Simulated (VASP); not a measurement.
# Si2Mo (C2/m) in VASP: a series of runs

Si2Mo is run at these levels: PBE; tasks: single point.

Program: VASP 6.6.1. These are calculated values, not measurements. Logs are shortened: lines on timing, memory, paths and dates and some standing lists are left out, and cuts for length are marked.

## Step 1: The cell of the first run

It takes space group C2/m (No. 12, monoclinic). The conventional cell has a = 8.489 Å, b = 3.174 Å, c = 3.174 Å, α = 90.00°, β = 111.96°, γ = 90.00°. Si (site symmetry m) has 9 Si at 2.57 to 3.17 Å and 5 Mo at 2.57 to 2.64 Å within 3.4 Å. Mo (site symmetry 2/m) has 10 Si at 2.57 to 2.64 Å and 4 Mo at 3.17 Å within 3.4 Å.

## Step 2: Single point, PBE (atoms displaced along a vibrational mode, the cell strained)

Input file INCAR:

```
ALGO = Normal
EDIFF = 1E-6
ENCUT = 520
GGA = PE
ISIF = 2
ISMEAR = 0
LASPH = True
LCHARG = False
LREAL = False
LWAVE = False
NBANDS = 18
NELM = 80
PREC = Accurate
SIGMA = 0.15
```

Input file KPOINTS:

```
k-points
0
Gamma
  18 18 18
```

Input file POSCAR:

```
Si2Mo
1.0
   -1.5870930084      1.5870930084      3.9366136217
    1.5870930084     -1.5870930084      3.9366136217
    1.5870930084      1.5870930084     -3.9366136217
Si Mo
2 1
Direct
    0.3350971189      0.3227563204     -0.0123407985
    0.6649028811      0.6772436796      0.0123407985
    0.0000000000      0.0000000000      0.0000000000
```

Potentials or basis: VASP PAW PBE potentials, release 64 (Si, Mo_sv).

Command:

```
$ cat potpaw_PBE.64/Si/POTCAR potpaw_PBE.64/Mo_sv/POTCAR > POTCAR
$ mpirun -np 1 vasp_std > vasp.out
```

OUTCAR:

```text
EDIFF = 1E-6
   ENCUT = 520
   GGA = PE
   ISIF = 2
   ISMEAR = 0
   LASPH = True
   LREAL = False
   NELM = 80
   PREC = Accurate

 ion  position               nearest neighbor table
   1  0.335  0.323  0.988-   2 2.57   2 2.57   3 2.57   3 2.57   2 2.60   3 2.62   3 2.62   3 2.64
                             2 2.66   2 2.66
   2  0.665  0.677  0.012-   1 2.57   1 2.57   3 2.57   3 2.57   1 2.60   3 2.62   3 2.62   3 2.64
                             1 2.66   1 2.66
   3  0.000  0.000  0.000-   2 2.57   1 2.57   2 2.57   1 2.57   2 2.62   1 2.62   2 2.62   1 2.62
                             1 2.64   2 2.64

  LATTYP: Found a body centered tetragonal cell.
 ALAT       =     3.1741860168
 C/A-ratio  =     2.4803925169

  Lattice vectors:

 A1 = (  -1.5870930084,   1.5870930084,   3.9366136217)
 A2 = (   1.5870930084,  -1.5870930084,   3.9366136217)
 A3 = (   1.5870930084,   1.5870930084,  -3.9366136217)

Analysis of symmetry for initial positions (statically):
=====================================================================
 Subroutine PRICEL returns:
 Original cell was already a primitive cell.

 Routine SETGRP: Setting up the symmetry group for a
 body centered tetragonal supercell.

 Subroutine GETGRP returns: Found  4 space group operations
 (whereof  4 operations were pure point group operations)
 out of a pool of 16 trial point group operations.

The static configuration has the point symmetry C_2h.

Analysis of symmetry for dynamics (positions and initial velocities):
=====================================================================
 Subroutine PRICEL returns:
 Original cell was already a primitive cell.

 Routine SETGRP: Setting up the symmetry group for a
 body centered tetragonal supercell.

 Subroutine GETGRP returns: Found  4 space group operations
 (whereof  4 operations were pure point group operations)
 out of a pool of 16 trial point group operations.

The dynamic configuration has the point symmetry C_2h.

 Subroutine INISYM returns: Found  4 space group operations
 (whereof  4 operations are pure point group operations),
 and found     1 'primitive' translations

----------------------------------------------------------------------------------------

                                     Primitive cell

  volume of cell :      39.6632

  direct lattice vectors                    reciprocal lattice vectors
    -1.587093008  1.587093008  3.936613622     0.000000000  0.315041398  0.127012719
     1.587093008 -1.587093008  3.936613622     0.315041398  0.000000000  0.127012719
     1.587093008  1.587093008 -3.936613622     0.315041398  0.315041398  0.000000000

  length of vectors
     4.531517984  4.531517984  4.531517984     0.339681193  0.339681193  0.445535818

  position of ions in fractional coordinates (direct lattice)
     0.335097119  0.322756320  0.987659202
     0.664902881  0.677243680  0.012340798
     0.000000000  0.000000000  0.000000000

  ion indices of the primitive-cell ions
   primitive index   ion index
                 1           1
                 2           2
                 3           3

----------------------------------------------------------------------------------------

 KPOINTS: k-points

Automatic generation of k-mesh.
 Grid dimensions read from file:
 generate k-points for:   18   18   18

 Generating k-lattice:

  Cartesian coordinates                     Fractional coordinates (reciprocal lattice)
     0.000000000  0.017502300  0.007056262     0.055555556  0.000000000 -0.000000000
     0.017502300  0.000000000  0.007056262     0.000000000  0.055555556 -0.000000000
     0.017502300  0.017502300  0.000000000     0.000000000  0.000000000  0.055555556

  Length of vectors
     0.018871177  0.018871177  0.024751990

  Shift w.r.t. Gamma in fractional coordinates (k-lattice)
     0.000000000  0.000000000  0.000000000

 Subroutine IBZKPT returns following result:
 ===========================================

 Found   1550 irreducible k-points:

 Following reciprocal coordinates:
            Coordinates               Weight
  0.000000  0.000000  0.000000      1.000000
  0.055556  0.000000 -0.000000      4.000000
  0.000000  0.055556 -0.000000      2.000000
  0.055556  0.000000 -0.055556      2.000000
  0.111111  0.000000 -0.000000      4.000000
  0.000000  0.111111 -0.000000      2.000000
[... 16 lines left out ...]
  0.444444  0.000000  0.000000      4.000000
  0.000000  0.444444  0.000000      2.000000
 [... further k-points ...]
   k-points           NKPTS =   1550   k-points in BZ     NKDIM =   1550   number of bands    NBANDS=     18
   number of dos      NEDOS =    301   number of ions     NIONS =      3
   total plane-waves  NPLWV =  46656
   dimension x,y,z NGX =    36 NGY =   36 NGZ =   36
   dimension x,y,z NGXF=    72 NGYF=   72 NGZF=   72
   ions per type =               2   1
   NGX,Y,Z   is equivalent  to a cutoff of  13.21, 13.21, 13.21 a.u.
   NGXF,Y,Z  is equivalent  to a cutoff of  26.41, 26.41, 26.41 a.u.
 SYSTEM =  unknown system
   PREC   = accura    normal or accurate (medium, high low for compatibility)
   ISTART =      0    job   : 0-new  1-cont  2-samecut
   ICHARG =      2    charge: 1-file 2-atom 10-const
   ISPIN  =      1    spin polarized calculation?
   LNONCOLLINEAR =      F non collinear calculations
   LSORBIT =      F    spin-orbit coupling
   LASPH  =      T    aspherical Exc in radial PAW
   ENCUT  =  520.0 eV  38.22 Ry    6.18 a.u.   8.43  8.43  8.43*2*pi/ulx,y,z
   NELM   =     80;   NELMIN=  2; NELMDL= -5     # of ELM steps
   EDIFF  = 0.1E-05   stopping-criterion for ELM
   LREAL  =      F    real-space projection
   EDIFFG = 0.1E-04   stopping-criterion for IOM
   NSW    =      0    number of steps for IOM
   IBRION =     -1    ionic relax: 0-MD 1-quasi-New 2-CG
   NFREE  =      0    steps in history (QN), initial steepest desc. (CG)
   ISIF   =      2    stress and relaxation
   ISYM   =      2    0-nonsym 1-usesym 2-fastsym
   POTIM  = 0.5000    time-step for ionic-motion
   TEBEG  =    0.0;   TEEND  =   0.0 temperature during run
   PSTRESS=    0.0 pullay stress
   NELECT =      22.0000    total number of electrons
   NUPDOWN=      -1.0000    fix difference up-down
   EMIN   =  10.00;   EMAX   =-10.00  energy-range for DOS
   EFERMI =   0.00;   METHOD = LEGACY
   ISMEAR =     0;   SIGMA  =   0.15  broadening in eV -4-tet -1-fermi 0-gaus
   EFERMI_NEDOS =   21; number of points for ismear=-14 and -15
   IALGO  =     38    algorithm
   IMIX   =      4    mixing-type and parameters
     AMIX     =   0.40;   BMIX     =  1.00
     AMIX_MAG =   1.60;   BMIX_MAG =  1.00
  volume/ion in A,a.u.               =      13.22        89.22
  Fermi-wavevector in a.u.,A,eV,Ry     =   1.345096  2.541862 24.616785  1.809283
  Thomas-Fermi vector in A             =   2.473036
   LORBIT       =      0    0 simple, 1 ext, 2 COOP (PROOUT), +10 PAW based schemes
   GGA     = PE    functional components
   LHFCALC =     F    Hartree Fock is set to
   AEXX    =    0.0000 exact exchange contribution
   IVDW    =     0    specifies the selected vdW correction
   LEPSILON=     F    determine dielectric tensor
   LRPA    =     F    only Hartree local field effects (RPA)
 non-spin polarized calculation
 Gauss-broadening in eV      SIGMA  =   0.15
  energy-cutoff  :      520.00
  volume of cell :       39.66
 maximum number of plane-waves:      1085
 NGX is ok and might be reduce to    36
   NGX = 17   NGY = 17   NGZ = 17

 number of electron      22.0000000 magnetization

 Free energy of the ion-electron system (eV)
  ---------------------------------------------------
  ext. energy  EPLUGINS =         0.00000000
  ---------------------------------------------------
  free energy    TOTEN  =       -23.21997441 eV

  energy without entropy =      -23.21720710  energy(sigma->0) =      -23.21859076

 E-fermi :  12.5076     XC(G=0): -12.4966

 val. band max:       12.5051587550   @ k =  -0.3889  -0.4444   0.3889
 cond. band min:      12.5115766377   @ k =  -0.4444  -0.4444   0.2778
 fundamental gap:      0.0064178827
 Fermi energy:        12.5075904318

 k-point     1 :       0.0000    0.0000    0.0000
  band No.  band energies     occupation
      1     -48.2192      2.00000
      2     -22.3938      2.00000
      3     -22.2893      2.00000
      4     -22.2828      2.00000
      5      -1.0650      2.00000
      6       5.9770      2.00000
[... 10 lines left out ...]
     17      17.6261      0.00000
     18      17.6524      0.00000

 k-point     2 :       0.0556    0.0000   -0.0000
  band No.  band energies     occupation
      1     -48.2186      2.00000
      2     -22.3931      2.00000
      3     -22.2979      2.00000
      4     -22.2820      2.00000
      5      -1.0077      2.00000
      6       5.9829      2.00000
[... 10 lines left out ...]
     17      17.6978      0.00000
     18      18.0197      0.00000

 k-point     3 :       0.0000    0.0556   -0.0000
  band No.  band energies     occupation
      1     -48.2186      2.00000
      2     -22.3934      2.00000
      3     -22.2911      2.00000
      4     -22.2885      2.00000
      5      -1.0081      2.00000
      6       5.9791      2.00000
[... 10 lines left out ...]
     17      17.6668      0.00000
     18      18.0750      0.00000

 k-point     4 :       0.0556    0.0000   -0.0556
  band No.  band energies     occupation
      1     -48.2186      2.00000
      2     -22.3936      2.00000
      3     -22.2910      2.00000
      4     -22.2885      2.00000
      5      -1.0075      2.00000
      6       5.9865      2.00000
[... 375 lines left out ...]
      4     -22.2657      2.00000
      5       1.4996      2.00000
      6       4.3446      2.00000
[... 10 lines left out ...]
     17      19.4120      0.00000
     18      20.8228      0.00000

 k-point    23 :       0.4444    0.0000    0.0000
  band No.  band energies     occupation
      1     -48.1991      2.00000
      2     -22.5614      2.00000
      3     -22.3712      2.00000
      4     -22.2572      2.00000
      5       2.1617      2.00000
      6       3.5919      2.00000
[... 10 lines left out ...]
     17      18.9735      0.00000
     18      20.0641      0.00000

 k-point    24 :       0.0000    0.4444    0.0000
  band No.  band energies     occupation
      1     -48.1991      2.00000
      2     -22.5606      2.00000
      3     -22.3651      2.00000
      4     -22.2634      2.00000
      5       2.1103      2.00000
      6       3.5860      2.00000
[... 10 lines left out ...]
     17      18.8247      0.00000
     18      19.9723      0.00000

 [... further k-points ...]
[... 5 lines left out ...]
  --------------------------------------------------------------------------------------
  -------------------------------------------------------------------------------------
  Total        1.8483863      1.9079613      0.7345226      0.0000000      0.0000000     -0.1542926
  in kB       74.6647791     77.0712864     29.6707278      0.0000000      0.0000000     -6.2325833
  external PRESSURE =      60.4689311 kB  Pullay stress =       0.0000000 kB

 VOLUME and BASIS-vectors are now :
 -----------------------------------------------------------------------------
  energy-cutoff  :      520.00
  volume of cell :       39.66
      direct lattice vectors                 reciprocal lattice vectors
    -1.587093008  1.587093008  3.936613622     0.000000000  0.315041398  0.127012719
     1.587093008 -1.587093008  3.936613622     0.315041398  0.000000000  0.127012719
     1.587093008  1.587093008 -3.936613622     0.315041398  0.315041398  0.000000000

 POSITION                                       TOTAL-FORCE (eV/Angst)
 -----------------------------------------------------------------------------------
      1.54792      1.58709     -1.29832         0.464057     -0.000000     -0.044678
      0.03917     -0.00000      5.23493        -0.464057      0.000000      0.044678
      0.00000      0.00000      0.00000         0.000000      0.000000      0.000000
 -----------------------------------------------------------------------------------
    total drift:                                0.000000     -0.000000     -0.000000

  FREE ENERGIE OF THE ION-ELECTRON SYSTEM (eV)
  ---------------------------------------------------
  free  energy   TOTEN  =       -23.2199744100 eV

  energy  without entropy=      -23.2172071041  energy(sigma->0) =      -23.21859076
```

Run time: 8 min. Hardware: 1 thread of Intel Xeon 6975P-C (Granite Rapids), shared host; peak memory 1.1 GiB.

What came out:

| Quantity | Value |
| --- | --- |
| Free energy | -23.2200 eV |
| Pressure | 6.0 GPa |
| Largest force | 0.466 eV/Å |
| Band gap on the k mesh | zero (bands 11 and 12 overlap by 0.91 eV) |

Forces in eV/Å, atoms in the order of the input:
```
Si   0.464  0.000 -0.045
Si  -0.464  0.000  0.045
Mo   0.000  0.000  0.000
```

Levels at points of the mesh, in eV from the Fermi level:
| k point | band 9 | band 10 | band 11 | band 12 | band 13 | band 14 |
| --- | --- | --- | --- | --- | --- | --- |
| (0.00, 0.00, 0.00) | -2.64 | -2.62 | 0.41 | 3.07 | 3.22 | 3.62 |
| (0.50, 0.00, 0.00) | -2.70 | -2.56 | -0.51 | 2.33 | 3.18 | 4.08 |
| (0.00, 0.50, 0.00) | -2.65 | -2.65 | -0.50 | 2.33 | 3.46 | 4.01 |
| (0.50, 0.00, 0.50) | -2.69 | -2.54 | -0.53 | 2.33 | 2.89 | 4.02 |
| (0.50, 0.50, 0.00) | -4.50 | -3.21 | -1.23 | 2.39 | 2.75 | 3.04 |
| (0.50, 0.50, 0.50) | -0.64 | -0.62 | -0.43 | -0.41 | 0.55 | 4.53 |

Caveat: the cell differs from its parent crystal (atoms displaced along a vibrational mode, the cell strained); the cell stands under pressure.

## Step 3: Single point, PBE (atoms displaced along a vibrational mode, the cell strained)

Input file INCAR:

```
PREC = Accurate
ENCUT = 520
EDIFF = 1E-6
ISMEAR = 0
SIGMA = 0.15
LREAL = False
LASPH = True
NELM = 80
ALGO = Normal
ISIF = 2
LWAVE = False
LCHARG = True
GGA = PE
LELF = True
LVHAR = True
NBANDS = 18
```

Input file KPOINTS:

```
Automatic mesh
0
Gamma
  18 18 18
```

Input file POSCAR:

```
Si2Mo
1.0
   -1.6728253053      1.6728253053      3.9366136217
    1.6728253053     -1.6728253053      3.9366136217
    1.6728253053      1.6728253053     -3.9366136217
Si Mo
2 1
Direct
    0.3350971189      0.2981058086     -0.0369913103
    0.6649028811      0.7018941914      0.0369913103
    0.0000000000      0.0000000000      0.0000000000
```

Potentials or basis: VASP PAW PBE potentials, release 64 (Si, Mo_sv).

Command:

```
$ cat potpaw_PBE.64/Si/POTCAR potpaw_PBE.64/Mo_sv/POTCAR > POTCAR
$ mpirun -np 1 vasp_std > vasp.out
```

Run time: 9.6 min. Hardware: 1 thread of Intel Xeon 6975P-C (Granite Rapids), shared host; peak memory 1.1 GiB.

It converged, with:

- Free energy: -22.9703 eV
- Pressure: -11.2 GPa
- Largest force: 0.932 eV/Å
- Band gap on the k mesh: zero (bands 11 and 12 overlap by 0.68 eV)

Forces on the atoms (eV/Å):
```
Si   0.911  0.000  0.196
Si  -0.911  0.000 -0.196
Mo   0.000  0.000  0.000
```

Stress tensor (GPa, compression positive):
```
-15.05   0.00  -0.58
  0.00 -14.09   0.00
 -0.58   0.00  -4.58
```

Levels at points of the mesh, in eV from the Fermi level:
```tsv
k point	band 9	band 10	band 11	band 12	band 13	band 14
(0.00, 0.00, 0.00)	-2.58	-2.37	0.25	2.14	3.08	3.11
(0.50, 0.00, 0.00)	-2.50	-2.09	-0.39	1.85	2.80	3.53
(0.00, 0.50, 0.00)	-2.68	-2.04	-0.40	1.89	3.43	3.63
(0.50, 0.00, 0.50)	-2.29	-2.26	-0.48	1.87	1.92	3.68
(0.50, 0.50, 0.00)	-4.08	-2.40	-1.21	1.89	2.38	3.19
(0.50, 0.50, 0.50)	-0.74	-0.56	-0.55	-0.36	0.43	4.25
```

Caveat: the cell differs from its parent crystal (atoms displaced along a vibrational mode, the cell strained); the stress differs along the axes, from -15 to -5 GPa.

(Continued in part 2 of 2.)
